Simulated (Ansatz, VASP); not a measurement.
One calculation of NaC8, two programs

Contents of INCAR:

```
PREC     = Accurate       # precision mode
ENCUT    = 520            # plane-wave cutoff, eV
EDIFF    = 1E-7           # SCF threshold, eV
ISMEAR   = 0              # smearing method
SIGMA    = 0.2            # smearing width, eV
LREAL    = F              # projectors in reciprocal space
LASPH    = T              # aspherical terms in the spheres
NELM     = 60             # most SCF steps
ALGO     = Normal         # electronic algorithm
ISIF     = 2              # what is computed and relaxed
LWAVE    = F              # write WAVECAR
LCHARG   = T              # write CHGCAR
GGA      = PE             # functional
IVDW     = 12             # dispersion correction
LELF     = T              # ELF
LVHAR    = T            
NBANDS   = 30             # bands
```

Contents of KPOINTS:

```
Automatic mesh
0
Gamma
  6 6 6
```

POSCAR

```
NaC8
1.0
    0.0000000000      0.0000000000      4.4961254233
    4.9760002324      0.0000000289      0.0000000000
   -2.4880001412      4.3093425960      0.0000000000
Na C
1 8
Direct
    0.5000000000      0.0000000000      0.0000000000
    0.0000000000      0.3346734156      0.1673367078
    0.0000000000      0.3333333333      0.6666666667
    0.0000000000      0.8326632922      0.1673367078
    0.0000000000      0.8326632922      0.6653265844
    0.0000000000      0.1673367078      0.3346734156
    0.0000000000      0.1673367078      0.8326632922
    0.0000000000      0.6666666667      0.3333333333
    0.0000000000      0.6653265844      0.8326632922
```

Input for Ansatz:

```yaml
crystal:
  lattice:
    - [0.0, 0.0, 4.4961254233]
    - [4.9760002324, 2.89e-08, 0.0]
    - [-2.4880001412, 4.309342596, 0.0]
  atoms:
    - { symbol: Na, position: [0.5, 0.0, 0.0] }
    - { symbol: C, position: [0.0, 0.3346734156, 0.1673367078] }
    - { symbol: C, position: [0.0, 0.3333333333, 0.6666666667] }
    - { symbol: C, position: [0.0, 0.8326632922, 0.1673367078] }
    - { symbol: C, position: [0.0, 0.8326632922, 0.6653265844] }
    - { symbol: C, position: [0.0, 0.1673367078, 0.3346734156] }
    - { symbol: C, position: [0.0, 0.1673367078, 0.8326632922] }
    - { symbol: C, position: [0.0, 0.6666666667, 0.3333333333] }
    - { symbol: C, position: [0.0, 0.6653265844, 0.8326632922] }
basis:
  ecutwfc: 420
kpoints:
  mp_grid: { grid: [6, 6, 6] }
hamiltonian:
  xc: pbe
  dispersion: d3bj
scf:
  occupations: { method: gaussian, width: 0.2 }
  lower_state_search: "off"
output:
  forces: true
  stress: true
  eigenvalues: true
```

Alike in both runs: task single point; functional PBE; dispersion D3(BJ); k mesh 6 × 6 × 6; occupations gaussian, width 0.2 eV; no spin polarisation.

|  | VASP | Ansatz |
| --- | --- | --- |
| version | VASP 6.6.1 | Ansatz 0.2.0 |
| potentials or method | VASP PAW PBE potentials, release 64 (Na_pv, C), cutoff 520 eV | scalar-relativistic, plane waves, PAW |
| valence electrons in the cell | 39 | 41 |

```csv
,VASP,Ansatz,Ansatz less VASP
gap on the k mesh at the Fermi level (eV),none,none,-
pressure (GPa),0.3,0.1,-0.13
"traceless stress, the component that is largest in VASP (GPa)",-0.37,-0.12,+0.250
rms of the force components (eV/Å),0.002,0.003,+0.0009
```

Atom by atom the forces differ by 0.001 eV/Å (rms over components). A gap of «none» marks a metal or a gap that the smearing closes. VASP's potentials hold 39 valence electrons a cell and Ansatz's 41, so a difference there can come from the potentials and not from the codes.
